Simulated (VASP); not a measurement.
# Ge (Fd-3m) in VASP: notebook, part 2 of 2

VASP 6.6.1.

## 4. Relaxation of cell and atoms, PBE, target pressure 20 GPa, at which the enthalpy is minimised

Contents of INCAR:

```
SYSTEM = Ge
  PREC = Accurate
  ENCUT = 600
  EDIFF = 1E-6
  ISMEAR = -1
  SIGMA = 0.05
  LREAL = .FALSE.
  LASPH = .TRUE.
  NELM = 80
  ALGO = Normal
  ISIF = 3
  LWAVE = .FALSE.
  LCHARG = .FALSE.
  GGA = PE
  IBRION = 2
  NSW = 60
  EDIFFG = -0.01
  PSTRESS = 200.0
```

Contents of KPOINTS:

```
regular mesh
0
G
  8 8 8
  0 0 0
```

Contents of POSCAR:

```
Ge
1.0
    0.0000000000      2.8289100000      2.8289100000
    2.8289100000      0.0000000000      2.8289100000
    2.8289100000      2.8289100000      0.0000000000
Ge
2
Direct
    0.7500000000      0.7500000000      0.7500000000
    0.5000000000      0.5000000000      0.5000000000
```

Command:

```
$ cat potpaw_PBE.64/Ge_d/POTCAR > POTCAR
$ mpirun -np 1 vasp_std > vasp.out
```

It took 2.3 min on 1 thread of Intel Xeon 8259CL, shared host; peak memory 0.19 GiB.

The run converged. Its results:

* Free energy: -8.5699 eV
* Relaxed volume: 19.42 Å³/atom
* Relaxed cell: a = 3.801 Å, b = 3.801 Å, c = 3.801 Å, α = 60.00°, β = 60.00°, γ = 60.00°
* Space group after relaxing (to 0.1 Å): Fd-3m (No. 227)
* Energy change on relaxing (the run minimises the enthalpy): +214.7 meV/atom
* Ionic steps: 7
* Pressure after relaxing: 20.0 GPa
* Band gap on the k mesh: 0.34 eV (least direct gap 1.52 eV)

The path:
```csv
step,energy change (eV),largest force (eV/Å),pressure (GPa),volume (Å³)
1,0.0000,0.0000,3.56,45.28
2,2.1366,0.0000,63.15,31.70
3,0.3924,0.0000,18.90,39.15
4,0.4218,0.0000,19.81,38.90
5,0.4369,0.0000,20.22,38.78
6,0.4201,0.0000,19.72,38.92
7,0.4295,0.0000,20.00,38.84
```

Final structure:
```
Ge
1.0
     0.00000    2.68796    2.68796
     2.68796    0.00000    2.68796
     2.68796    2.68796    0.00000
Ge
2
Direct
  0.75000 0.75000 0.75000
  0.50000 0.50000 0.50000
```

Levels at points of the mesh, in eV from the valence-band top:
```csv
k point,band 11,band 12,band 13,band 14,band 15,band 16,band 17,band 18
"(0.00, 0.00, 0.00)",-14.05,0.00,0.00,0.00,1.52,2.59,2.59,2.59
"(0.50, 0.00, 0.00)",-11.55,-8.43,-1.67,-1.67,0.70,3.79,3.79,7.14
"(0.50, 0.50, 0.00)",-9.54,-9.54,-3.66,-3.66,0.51,0.51,10.84,10.84
```

Caveat: the cell is relaxed towards a set pressure, so the run minimises the enthalpy, not the energy; semilocal functionals underestimate gaps, and a narrow one can read as zero. A k mesh can miss the band edges.

## 5. Relaxation of cell and atoms, PBE, target pressure 30 GPa, at which the enthalpy is minimised

Contents of INCAR:

```
PREC     = Accurate       # precision mode
ENCUT    = 600            # plane-wave cutoff, eV
EDIFF    = 1E-7           # SCF threshold, eV
ISMEAR   = -1             # smearing method
SIGMA    = 0.05           # smearing width, eV
LREAL    = False          # projectors in reciprocal space
LASPH    = True           # aspherical terms in the spheres
NELM     = 60             # most SCF steps
ALGO     = Normal         # electronic algorithm
ISIF     = 3              # what is computed and relaxed
LWAVE    = False          # write WAVECAR
LCHARG   = False          # write CHGCAR
GGA      = PE             # functional
IBRION   = 2              # ionic algorithm
NSW      = 60             # ionic steps
EDIFFG   = -0.01          # ionic threshold
PSTRESS  = 300.0
```

Contents of KPOINTS:

```
regular mesh
0
Gamma
  8 8 8
```

POSCAR is that of step 4.

Command:

```
$ cat potpaw_PBE.64/Ge_d/POTCAR > POTCAR
$ mpirun -np 1 vasp_std > vasp.out
```

It took 2.2 min on 1 thread of Intel Xeon 8259CL, shared host; peak memory 0.2 GiB.

The run converged. Its results:

* Free energy: -8.2111 eV
* Relaxed volume: 18.26 Å³/atom
* Relaxed cell: a = 3.724 Å, b = 3.724 Å, c = 3.724 Å, α = 60.00°, β = 60.00°, γ = 60.00°
* Space group after relaxing (to 0.1 Å): Fd-3m (No. 227)
* Energy change on relaxing (the run minimises the enthalpy): +394.1 meV/atom
* Ionic steps: 5
* Pressure after relaxing: 30.0 GPa
* Band gap on the k mesh: 0.22 eV (least direct gap 2.15 eV)

Step by step:
| step | energy change (eV) | largest force (eV/Å) | pressure (GPa) | volume (Å³) |
| --- | --- | --- | --- | --- |
| 1 | 0.0000 | 0.0000 | 3.57 | 45.28 |
| 2 | 6.6834 | 0.0000 | 170.49 | 24.95 |
| 3 | 0.6295 | 0.0000 | 25.71 | 37.43 |
| 4 | 0.7342 | 0.0000 | 28.57 | 36.81 |
| 5 | 0.7883 | 0.0000 | 30.00 | 36.52 |

Final structure:
```yaml
crystal:
  lattice:
    - [0.00000, 2.63327, 2.63327]
    - [2.63327, 0.00000, 2.63327]
    - [2.63327, 2.63327, 0.00000]
  atoms:
    - { symbol: Ge, position: [0.75000, 0.75000, 0.75000] }
    - { symbol: Ge, position: [0.50000, 0.50000, 0.50000] }
```

Levels at points of the mesh, in eV from the valence-band top:
```tsv
k point	band 11	band 12	band 13	band 14	band 15	band 16	band 17	band 18
(0.00, 0.00, 0.00)	-14.63	0.00	0.00	0.00	2.15	2.60	2.60	2.60
(0.50, 0.00, 0.00)	-11.94	-8.83	-1.78	-1.78	0.92	3.78	3.78	7.11
(0.50, 0.50, 0.00)	-9.85	-9.85	-3.93	-3.93	0.38	0.38	11.40	11.40
```

Caveat: the cell is relaxed towards a set pressure, so the run minimises the enthalpy, not the energy; the volume moved by over 15 % at a fixed basis, so the end points are rough; semilocal functionals underestimate gaps, and a narrow one can read as zero. A k mesh can miss the band edges.

## 6. Single point, PBE, non-collinear spin, zero start, spin-orbit coupling

This run uses another cell than the first one, of 23.54 Å³/atom.

Contents of INCAR:

```
ALGO = Normal
EDIFF = 1E-7
ENCUT = 520
GGA = PE
GGA_COMPAT = F
ISIF = 2
ISMEAR = -1
LASPH = T
LCHARG = F
LNONCOLLINEAR = T
LORBIT = 11
LORBMOM = T
LREAL = F
LSORBIT = T
LWAVE = F
MAGMOM = 0 0 0 0 0 0
NBANDS = 40
NELM = 150
PREC = Accurate
SIGMA = 0.05
```

Contents of KPOINTS:

```
k-points
0
Gamma
  8 8 8
```

Contents of POSCAR:

```
Ge
1.0
    0.0000000000      2.8661367691      2.8661367691
    2.8661367691      0.0000000000      2.8661367691
    2.8661367691      2.8661367691      0.0000000000
Ge
2
Direct
    0.7500000000      0.7500000000      0.7500000000
    0.5000000000      0.5000000000      0.5000000000
```

Potentials or basis: VASP PAW PBE potentials, release 64 (Ge_d).

Command:

```
$ cat potpaw_PBE.64/Ge_d/POTCAR > POTCAR
$ mpirun -np 1 vasp_ncl > vasp.out
```

Run time: 89 s. Hardware: 1 thread of Intel Xeon Platinum 8375C at 2.90GHz (Ice Lake), shared host; peak memory 0.3 GiB.

Results (log left out):

```yaml
Free_energy: -9.0429 eV
Pressure: 0.9 GPa
Net_moment: 0.00 μB per cell
Valence_electrons_inside_the_program's_atomic_spheres: Ge 12.38
```

Moments on the atoms (μB; x, y, z):
```
Ge  0.00 0.00 0.00
Ge  0.00 0.00 0.00
```

## 7. Overview

```csv
task,spin,cell,cutoff (eV),gap on the mesh (eV),pressure (GPa)
relaxation of cell and atoms,off,"relaxed to 5 GPa from a = 4.001 Å, angles 60.0°, 2 atoms",600,0.20,5.0
relaxation of cell and atoms,off,"relaxed to 10 GPa from a = 4.001 Å, angles 60.0°, 2 atoms",600,0.41,10.0
relaxation of cell and atoms,off,"relaxed to 20 GPa from a = 4.001 Å, angles 60.0°, 2 atoms",600,0.34,20.0
relaxation of cell and atoms,off,"relaxed to 30 GPa from a = 4.001 Å, angles 60.0°, 2 atoms",600,0.22,30.0
single point,"non-collinear, zero start, SOC","a = 4.053 Å, angles 60.0°, 2 atoms",520,-,0.9
```

Alike in all rows: level PBE; potentials or basis VASP PAW PBE potentials, release 64 (Ge_d); k mesh 8 × 8 × 8; smearing fermi-dirac 0.05 eV.

Caveats: the cell is relaxed towards a set pressure, so the run minimises the enthalpy, not the energy (at least some runs); semilocal functionals underestimate gaps, and a narrow one can read as zero (at least some runs); the volume moved by over 15 % at a fixed basis, so the end points are rough (at least some runs).

Absolute energies hang on the potentials; compare differences alone.
